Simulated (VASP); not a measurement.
# NaNbI6 (R-3) in VASP: single point with r2SCAN+rVV10

Aim: the single point of NaNbI6 with r2SCAN+rVV10.

All numbers are computed with VASP 6.6.1; they aren't measurements. Logs are shortened: lines on timing, memory, paths and dates and some standing lists are left out, and cuts for length are marked.

## Step 1: The cell of the first run

It takes space group R-3 (No. 148, trigonal). The conventional cell has a = 7.217 Å, b = 7.217 Å, c = 19.862 Å, α = 90.00°, β = 90.00°, γ = 120.00°. Na (site symmetry -3) has 6 I at 3.14 Å within 4.1 Å. Within 3.6 Å of Nb (site symmetry -3) lie 6 I at 2.76 Å. Within 3.6 Å of I (site symmetry 1) lie 1 Nb at 2.76 Å and 1 Na at 3.14 Å.

## Step 2: Single point, r2SCAN+rVV10

File POSCAR:

```
NaNbI6
1.0
    3.6086495540      2.0834547914      6.6206648147
   -3.6086495540      2.0834547914      6.6206648147
    0.0000000000     -4.1669095828      6.6206648147
Na Nb I
1 1 6
Direct
    0.5000000000      0.5000000000      0.5000000000
    0.0000000000      0.0000000000      0.0000000000
    0.5937769074      0.9470443080      0.2217796319
    0.9470443080      0.2217796319      0.5937769074
    0.7782203681      0.4062230926      0.0529556920
    0.0529556920      0.7782203681      0.4062230926
    0.4062230926      0.0529556920      0.7782203681
    0.2217796319      0.5937769074      0.9470443080
```

File INCAR.step1:

```
  PREC = Accurate
  ENCUT = 520
  ISMEAR = -1
  SIGMA = 0.03
  LREAL = False
  LASPH = True
  NELM = 60
  NBANDS = 41
  GGA = PE
  ALGO = Normal
  EDIFF = 1E-4
  LWAVE = True
  LCHARG = False
```

File INCAR.step2:

```
  PREC = Accurate
  ENCUT = 520
  EDIFF = 1E-7
  ISMEAR = -1
  SIGMA = 0.03
  LREAL = False
  LASPH = True
  NELM = 60
  ALGO = Normal
  ISIF = 2
  LWAVE = False
  LCHARG = True
  METAGGA = R2SCAN
  LMIXTAU = True
  LUSE_VDW = True
  IVDW_NL = 2
  BPARAM = 11.95
  CPARAM = 0.0093
  LELF = True
  LVHAR = True
  NBANDS = 41
  ISTART = 1
```

File KPOINTS:

```
Automatic mesh
0
Gamma
  4 4 4
```

Potentials or basis: VASP PAW PBE potentials, release 64 (Na_pv, Nb_sv, I).

Started as:

```console
$ cat potpaw_PBE.64/Na_pv/POTCAR potpaw_PBE.64/Nb_sv/POTCAR potpaw_PBE.64/I/POTCAR > POTCAR
$ cp INCAR.step1 INCAR
$ mpirun -np 1 vasp_std > vasp.out
$ cp INCAR.step2 INCAR
$ mpirun -np 1 vasp_std > vasp.out
```

OUTCAR:

```text
PREC = Accurate
   ENCUT = 520
   EDIFF = 1E-7
   ISMEAR = -1
   LREAL = False
   LASPH = True
   NELM = 60
   ISIF = 2
   METAGGA = R2SCAN
   IVDW_NL = 2
   BPARAM = 11.95
   ISTART = 1

 ion  position               nearest neighbor table
   1  0.500  0.500  0.500-   3 3.14   7 3.14   5 3.14   8 3.14   4 3.14   6 3.14
   2  0.000  0.000  0.000-   4 2.76   6 2.76   3 2.76   7 2.76   5 2.76   8 2.76
   3  0.594  0.947  0.222-   2 2.76   1 3.14
   4  0.947  0.222  0.594-   2 2.76   1 3.14
   5  0.778  0.406  0.053-   2 2.76   1 3.14
   6  0.053  0.778  0.406-   2 2.76   1 3.14
   7  0.406  0.053  0.778-   2 2.76   1 3.14
   8  0.222  0.594  0.947-   2 2.76   1 3.14

  LATTYP: Found a trigonal (rhomboedric) cell.
 ALAT       =     7.8228088344
 COS(alpha) =     0.5744074885

  Lattice vectors:

 A1 = (   3.6086495540,   2.0834547914,   6.6206648147)
 A2 = (  -3.6086495540,   2.0834547914,   6.6206648147)
 A3 = (   0.0000000000,  -4.1669095828,   6.6206648147)

Analysis of symmetry for initial positions (statically):
=====================================================================
 Subroutine PRICEL returns:
 Original cell was already a primitive cell.

 Routine SETGRP: Setting up the symmetry group for a
 trigonal (rhombohedral) supercell.

 Subroutine GETGRP returns: Found  6 space group operations
 (whereof  6 operations were pure point group operations)
 out of a pool of 12 trial point group operations.

The static configuration has the point symmetry S_6 .

Analysis of symmetry for dynamics (positions and initial velocities):
=====================================================================
 Subroutine PRICEL returns:
 Original cell was already a primitive cell.

 Routine SETGRP: Setting up the symmetry group for a
 trigonal (rhombohedral) supercell.

 Subroutine GETGRP returns: Found  6 space group operations
 (whereof  6 operations were pure point group operations)
 out of a pool of 12 trial point group operations.

The dynamic configuration has the point symmetry S_6 .

 Subroutine INISYM returns: Found  6 space group operations
 (whereof  6 operations are pure point group operations),
 and found     1 'primitive' translations

----------------------------------------------------------------------------------------

                                     Primitive cell

  volume of cell :     298.6632

  direct lattice vectors                    reciprocal lattice vectors
     3.608649554  2.083454791  6.620664815     0.138555987  0.079995336  0.050347411
    -3.608649554  2.083454791  6.620664815    -0.138555987  0.079995336  0.050347411
     0.000000000 -4.166909583  6.620664815     0.000000000 -0.159990673  0.050347411

  length of vectors
     7.822808834  7.822808834  7.822808834     0.167725601  0.167725601  0.167725601

  position of ions in fractional coordinates (direct lattice)
     0.500000000  0.500000000  0.500000000
     0.000000000  0.000000000  0.000000000
     0.593776907  0.947044308  0.221779632
     0.947044308  0.221779632  0.593776907
     0.778220368  0.406223093  0.052955692
     0.052955692  0.778220368  0.406223093
     0.406223093  0.052955692  0.778220368
     0.221779632  0.593776907  0.947044308

  ion indices of the primitive-cell ions
   primitive index   ion index
                 1           1
                 2           2
                 3           3
                 4           4
                 5           5
                 6           6
                 7           7
                 8           8

----------------------------------------------------------------------------------------

 KPOINTS: Automatic mesh

Automatic generation of k-mesh.
 Grid dimensions read from file:
 generate k-points for:    4    4    4

 Generating k-lattice:

  Cartesian coordinates                     Fractional coordinates (reciprocal lattice)
     0.034638997  0.019998834  0.012586853     0.250000000  0.000000000 -0.000000000
    -0.034638997  0.019998834  0.012586853     0.000000000  0.250000000 -0.000000000
     0.000000000 -0.039997668  0.012586853    -0.000000000 -0.000000000  0.250000000

  Length of vectors
     0.041931400  0.041931400  0.041931400

  Shift w.r.t. Gamma in fractional coordinates (k-lattice)
     0.000000000  0.000000000  0.000000000

 Subroutine IBZKPT returns following result:
 ===========================================

 Found     14 irreducible k-points:

 Following reciprocal coordinates:
            Coordinates               Weight
  0.000000  0.000000  0.000000      1.000000
  0.250000  0.000000  0.000000      6.000000
  0.500000  0.000000  0.000000      3.000000
  0.250000  0.250000  0.000000      6.000000
  0.500000  0.250000  0.000000      6.000000
  0.500000  0.000000 -0.250000      6.000000
 -0.250000  0.250000  0.000000      6.000000
  0.500000  0.500000  0.000000      3.000000
  0.250000  0.250000  0.250000      2.000000
  0.500000  0.250000  0.250000      6.000000
 -0.250000  0.250000  0.250000      6.000000
  0.500000  0.500000  0.250000      6.000000
 -0.250000  0.500000  0.250000      6.000000
  0.500000  0.500000  0.500000      1.000000
   k-points           NKPTS =     14   k-points in BZ     NKDIM =     14   number of bands    NBANDS=     41
   number of dos      NEDOS =    301   number of ions     NIONS =      8
   total plane-waves  NPLWV = 216000
   dimension x,y,z NGX =    60 NGY =   60 NGZ =   60
   dimension x,y,z NGXF=   120 NGYF=  120 NGZF=  120
   ions per type =               1   1   6
   NGX,Y,Z   is equivalent  to a cutoff of  12.75, 12.75, 12.75 a.u.
   NGXF,Y,Z  is equivalent  to a cutoff of  25.50, 25.50, 25.50 a.u.
 SYSTEM =  unknown system
   PREC   = accura    normal or accurate (medium, high low for compatibility)
   ISTART =      1    job   : 0-new  1-cont  2-samecut
   ICHARG =      0    charge: 1-file 2-atom 10-const
   ISPIN  =      1    spin polarized calculation?
   LNONCOLLINEAR =      F non collinear calculations
   LSORBIT =      F    spin-orbit coupling
   LASPH  =      T    aspherical Exc in radial PAW
   ENCUT  =  520.0 eV  38.22 Ry    6.18 a.u.  14.55 14.55 14.55*2*pi/ulx,y,z
   NELM   =     60;   NELMIN=  2; NELMDL=  0     # of ELM steps
   EDIFF  = 0.1E-06   stopping-criterion for ELM
   LREAL  =      F    real-space projection
   EDIFFG = 0.1E-05   stopping-criterion for IOM
   NSW    =      0    number of steps for IOM
   IBRION =     -1    ionic relax: 0-MD 1-quasi-New 2-CG
   NFREE  =      0    steps in history (QN), initial steepest desc. (CG)
   ISIF   =      2    stress and relaxation
   ISYM   =      2    0-nonsym 1-usesym 2-fastsym
   POTIM  = 0.5000    time-step for ionic-motion
   TEBEG  =    0.0;   TEEND  =   0.0 temperature during run
   PSTRESS=    0.0 pullay stress
   NELECT =      62.0000    total number of electrons
   NUPDOWN=      -1.0000    fix difference up-down
   EMIN   =  10.00;   EMAX   =-10.00  energy-range for DOS
   EFERMI =   0.00;   METHOD = LEGACY
   ISMEAR =    -1;   SIGMA  =   0.03  broadening in eV -4-tet -1-fermi 0-gaus
   EFERMI_NEDOS =   21; number of points for ismear=-14 and -15
   IALGO  =     38    algorithm
   IMIX   =      4    mixing-type and parameters
     AMIX     =   0.40;   BMIX     =  1.00
     AMIX_MAG =   1.60;   BMIX_MAG =  1.00
  volume/ion in A,a.u.               =      37.33       251.93
  Fermi-wavevector in a.u.,A,eV,Ry     =   0.969345  1.831796 12.784427  0.939629
  Thomas-Fermi vector in A             =   2.099389
   LORBIT       =      0    0 simple, 1 ext, 2 COOP (PROOUT), +10 PAW based schemes
   METAGGA = R2SCAN    functional components
   LHFCALC =     F    Hartree Fock is set to
   AEXX    =    0.0000 exact exchange contribution
   IVDW_NL    =     2    kernel type
   BPARAM     =11.9500
   IVDW    =     0    specifies the selected vdW correction
   LEPSILON=     F    determine dielectric tensor
   LRPA    =     F    only Hartree local field effects (RPA)
 non-spin polarized calculation
  energy-cutoff  :      520.00
  volume of cell :      298.66
 maximum number of plane-waves:      8080
 NGX is ok and might be reduce to    60
   NGX = 29   NGY = 29   NGZ = 29

 number of electron      61.9999993 magnetization

 Free energy of the ion-electron system (eV)
  ---------------------------------------------------
  ext. energy  EPLUGINS =         0.00000000
  ---------------------------------------------------
  free energy    TOTEN  =      -179.71061358 eV

  energy without entropy =     -179.71061329  energy(sigma->0) =     -179.71061343

 E-fermi :   2.8555     XC(G=0):  -8.7069

 val. band max:        2.5113199874   @ k =   0.0000   0.0000   0.0000
 cond. band min:       3.2427102357   @ k =   0.5000   0.0000   0.0000
 fundamental gap:      0.7313902483
 Fermi energy:         2.8555292299

 k-point     1 :       0.0000    0.0000    0.0000
  band No.  band energies     occupation
      1     -55.5017      2.00000
      2     -30.7680      2.00000
      3     -30.7680      2.00000
      4     -30.7495      2.00000
      5     -21.4643      2.00000
      6     -21.4643      2.00000
[... 33 lines left out ...]
     40       9.4027      0.00000
     41       9.4873      0.00000

 k-point     2 :       0.2500    0.0000    0.0000
  band No.  band energies     occupation
      1     -55.5017      2.00000
      2     -30.7680      2.00000
      3     -30.7680      2.00000
      4     -30.7496      2.00000
      5     -21.4643      2.00000
      6     -21.4643      2.00000
[... 33 lines left out ...]
     40       9.2775      0.00000
     41       9.4563      0.00000

 k-point     3 :       0.5000    0.0000    0.0000
  band No.  band energies     occupation
      1     -55.5017      2.00000
      2     -30.7680      2.00000
      3     -30.7680      2.00000
      4     -30.7496      2.00000
      5     -21.4643      2.00000
      6     -21.4643      2.00000
[... 33 lines left out ...]
     40       9.6002      0.00000
     41       9.7225      0.00000

 k-point     4 :       0.2500    0.2500    0.0000
  band No.  band energies     occupation
      1     -55.5017      2.00000
      2     -30.7680      2.00000
      3     -30.7680      2.00000
      4     -30.7496      2.00000
      5     -21.4643      2.00000
      6     -21.4643      2.00000
[... 385 lines left out ...]
     40       9.6061      0.00000
     41       9.7400      0.00000

 k-point    13 :      -0.2500    0.5000    0.2500
  band No.  band energies     occupation
      1     -55.5017      2.00000
      2     -30.7680      2.00000
      3     -30.7680      2.00000
      4     -30.7496      2.00000
      5     -21.4643      2.00000
      6     -21.4643      2.00000
[... 33 lines left out ...]
     40       9.1559      0.00000
     41       9.3353      0.00000

 k-point    14 :       0.5000    0.5000    0.5000
  band No.  band energies     occupation
      1     -55.5017      2.00000
      2     -30.7680      2.00000
      3     -30.7680      2.00000
      4     -30.7495      2.00000
      5     -21.4643      2.00000
      6     -21.4643      2.00000
[... 33 lines left out ...]
     40       9.2437      0.00000
     41      10.2538      0.00000

------------------------ aborting loop because EDIFF is reached ----------------------------------------

  FORCE on cell =-STRESS in cart. coord.  units (eV):
  Direction    XX          YY          ZZ          XY          YZ          ZX
  --------------------------------------------------------------------------------------
  -------------------------------------------------------------------------------------
  Total        0.1645655      0.1645655      0.0728253     -0.0000010      0.0000000      0.0000000
  in kB        0.8828112      0.8828112      0.3906711     -0.0000053      0.0000000      0.0000000
  external PRESSURE =       0.7187645 kB  Pullay stress =       0.0000000 kB

 VOLUME and BASIS-vectors are now :
 -----------------------------------------------------------------------------
  energy-cutoff  :      520.00
  volume of cell :      298.66
      direct lattice vectors                 reciprocal lattice vectors
     3.608649554  2.083454791  6.620664815     0.138555987  0.079995336  0.050347411
    -3.608649554  2.083454791  6.620664815    -0.138555987  0.079995336  0.050347411
     0.000000000 -4.166909583  6.620664815     0.000000000 -0.159990673  0.050347411

 POSITION                                       TOTAL-FORCE (eV/Angst)
 -----------------------------------------------------------------------------------
      0.00000      0.00000      9.93100         0.000000      0.000000      0.000000
      0.00000      0.00000      0.00000         0.000000      0.000000      0.000000
     -1.27482      2.28610     11.66959         0.002827      0.000074     -0.004148
      2.61723     -0.03902     11.66959        -0.001350     -0.002486     -0.004148
      1.34241      2.24707      8.19241         0.001478     -0.002412      0.004148
     -2.61723      0.03902      8.19241         0.001350      0.002486      0.004148
      1.27482     -2.28610      8.19241        -0.002827     -0.000074      0.004148
     -1.34241     -2.24707     11.66959        -0.001478      0.002412     -0.004148
 -----------------------------------------------------------------------------------
    total drift:                                0.000000      0.000000      0.000000

  FREE ENERGIE OF THE ION-ELECTRON SYSTEM (eV)
  ---------------------------------------------------
  free  energy   TOTEN  =      -179.7106135798 eV

  energy  without entropy=     -179.7106132862  energy(sigma->0) =     -179.71061343
```

It took 29 min on 1 thread of Intel Xeon Platinum 8375C at 2.90GHz (Ice Lake), shared host; peak memory 1.4 GiB.

Results:

| Quantity | Value |
| --- | --- |
| Free energy | -179.7106 eV |
| Pressure | 0.1 GPa |
| Largest force | 0.005 eV/Å |
| Band gap on the k mesh | 0.73 eV (least direct gap 0.74 eV) |

Forces in eV/Å, atoms in the order of the input:
```
Na   0.000  0.000  0.000
Nb   0.000  0.000  0.000
I    0.003  0.000 -0.004
I   -0.001 -0.002 -0.004
I    0.001 -0.002  0.004
I    0.001  0.002  0.004
I   -0.003  0.000  0.004
I   -0.001  0.002 -0.004
```

Levels at points of the mesh, in eV from the valence-band top:
```csv
k point,band 29,band 30,band 31,band 32,band 33,band 34
"(0.00, 0.00, 0.00)",-0.14,-0.14,0.00,0.74,1.06,1.06
"(0.50, 0.00, 0.00)",-0.56,-0.44,-0.26,0.73,0.99,1.44
"(0.50, 0.50, 0.00)",-0.58,-0.39,-0.27,0.85,0.99,1.40
"(0.50, 0.50, 0.50)",-0.42,-0.30,-0.30,1.04,1.08,1.08
```

Caveat: the PAW data sets were made with another functional, which shifts forces and pressure a little; spin-orbit coupling is left out, which moves the levels of the heavy elements.
